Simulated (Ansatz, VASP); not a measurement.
Given: the input of a run of Ansatz 0.2.0 on PbS.

The input input.yaml:

```yaml
crystal:
  lattice:
    - [2.1404630743, 1.2357969321, 3.4973414117]
    - [-2.1404630743, 1.2357969321, 3.4973414117]
    - [0.0, -2.4715938643, 3.4973414117]
  atoms:
    - { symbol: Pb, position: [0.98056578, 0.98056578, 0.98056578] }
    - { symbol: S, position: [0.47503555, 0.47503555, 0.47503555] }
hamiltonian:
  xc: lda
  pseudopotentials: { kind: paw }
kpoints:
  mp_grid: { grid: [8, 8, 8] }
scf:
  occupations: { method: fermi_dirac, width: 0.05 }
output:
  forces: true
  stress: true
  eigenvalues: true
```

Potentials or basis: Ansatz PAW.

The run is started by

```bash
$ ansatz run input.yaml --threads 2 --pin off --max-ram 5632MiB --backend cpu --events-out ev --progress --plain --runs-dir out
```

**Question.** Set up the same calculation for VASP 6.6.1. Potentials there: VASP PAW LDA potentials, release 64 (Pb_d, S).

**Answer.** As run (the cutoff follows the program's own potentials):

INCAR

```
SYSTEM = PbS
PREC = Accurate ; ENCUT = 520
EDIFF = 1E-7 ; ISMEAR = -1
SIGMA = 0.05 ; LREAL = .False.
LASPH = .True. ; NELM = 80
ALGO = Normal ; ISIF = 2
LWAVE = .False. ; LCHARG = .True.
GGA = CA ; LELF = .True.
LVHAR = .True. ; NBANDS = 17
```

File KPOINTS:

```
Automatic mesh
0
Gamma
  8 8 8
  0 0 0
```

Contents of POSCAR:

```
PbS
1.0
    2.1404630743      1.2357969321      3.4973414117
   -2.1404630743      1.2357969321      3.4973414117
    0.0000000000     -2.4715938643      3.4973414117
Pb S
1 1
Direct
    0.9805657800      0.9805657800      0.9805657800
    0.4750355500      0.4750355500      0.4750355500
```

Potentials or basis: VASP PAW LDA potentials, release 64 (Pb_d, S).

Command:

```sh
$ cat potpaw_LDA.64/Pb_d/POTCAR potpaw_LDA.64/S/POTCAR > POTCAR
$ mpirun -np 1 vasp_std > vasp.out
```

Both were run:

|  | VASP | Ansatz | Ansatz less VASP |
| --- | --- | --- | --- |
| gap on the k mesh at the Fermi level (eV) | 0.43 | 0.45 | +0.020 |
| least direct gap on the mesh (eV) | 0.43 | 0.45 | +0.020 |
| pressure (GPa) | -5.4 | -5.4 | -0.03 |
| rms of the force components (eV/Å) | 0.013 | 0.014 | +0.0009 |

LDA's correlation is that of Perdew and Zunger in VASP and of Perdew and Wang (1992) in Ansatz. Atom by atom the forces differ by 0.001 eV/Å (rms over components).

Spin-orbit coupling is off throughout.
